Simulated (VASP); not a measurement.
# Si (a cell with a defect): single point with PBE

System: Si (a cell with a defect).

```
Si
1.0
     0.00000    5.43000    5.43000
     5.43000    0.00000    5.43000
     5.43000    5.43000    0.00000
Si
17
Cartesian
  0.0052 -0.0048 -0.0056
  1.3234 1.3591 1.3558
  2.6885 2.7425 -0.0261
  4.0718 4.1073 1.3568
  2.6920 -0.0213 2.7374
  4.0735 1.3585 4.1061
  5.4542 2.7412 2.7396
  6.7852 4.0787 4.0724
  0.0043 2.7199 2.7194
  1.3578 4.0716 4.0724
  2.7097 5.4255 2.7200
  4.0703 6.7897 4.0386
  2.7107 2.7195 5.4257
  4.0719 4.0391 6.7879
  5.4507 5.4100 5.4086
  6.8210 6.7891 6.7889
  4.0704 6.7933 6.7874
```

* Program: VASP 6.6.1
* Task: single point
* Functional: PBE
* Potentials or basis: VASP PAW PBE potentials, release 64 (Si)
* Cutoff: 520 eV
* k mesh: 2 × 2 × 2
* Occupations: fermi-dirac, width 0.05 eV
* Spin: no spin polarisation
* Dipole correction: no
* Further INCAR settings: LREAL = Auto; ALGO = Normal; EDIFF = 1e-06; NBANDS = 48

```yaml
Pressure: 5.3 GPa
Largest_force: 0.024 eV/Å
Band_gap_on_the_k_mesh: zero (bands 34 and 35 overlap by 0.25 eV)
```

Forces on the atoms (eV/Å):
```
Si   0.012 -0.011 -0.013
Si   0.015 -0.001  0.003
Si   0.004 -0.002  0.005
Si   0.001 -0.014  0.001
Si  -0.008 -0.005  0.007
Si  -0.002  0.000 -0.017
Si  -0.001  0.003 -0.001
Si   0.000 -0.001  0.000
Si   0.013  0.012  0.013
Si  -0.001  0.003  0.000
Si  -0.013 -0.012  0.013
Si   0.003 -0.002  0.017
Si  -0.014  0.013 -0.014
Si   0.000  0.024 -0.001
Si   0.009 -0.009 -0.010
Si  -0.019 -0.001 -0.003
Si   0.000  0.001  0.000
```

Levels at points of the mesh, in eV from the Fermi level:
```tsv
k point	band 32	band 33	band 34	band 35	band 36	band 37
(0.00, 0.00, 0.00)	-0.79	-0.79	-0.21	-0.21	-0.20	0.11
(0.50, 0.00, 0.00)	-1.40	-1.40	-0.32	0.56	0.57	0.93
(0.00, 0.50, 0.00)	-1.40	-1.40	-0.31	0.57	0.57	0.92
(0.00, 0.00, 0.50)	-1.40	-1.40	-0.32	0.56	0.57	0.93
(0.50, 0.50, 0.50)	-1.40	-1.40	-0.32	0.56	0.57	0.92
(0.50, 0.50, 0.00)	-1.86	-0.96	0.04	0.74	1.05	1.05
(0.00, 0.50, 0.50)	-1.86	-0.96	0.04	0.74	1.05	1.05
(0.50, 0.00, 0.50)	-1.86	-0.96	0.04	0.75	1.05	1.06
```

Run time: 7.6 min on 1 thread of AMD EPYC 7R13 (shared host), peak memory 0.44 GiB.

Caveat: the k points lie up to 0.50 Å⁻¹ apart.
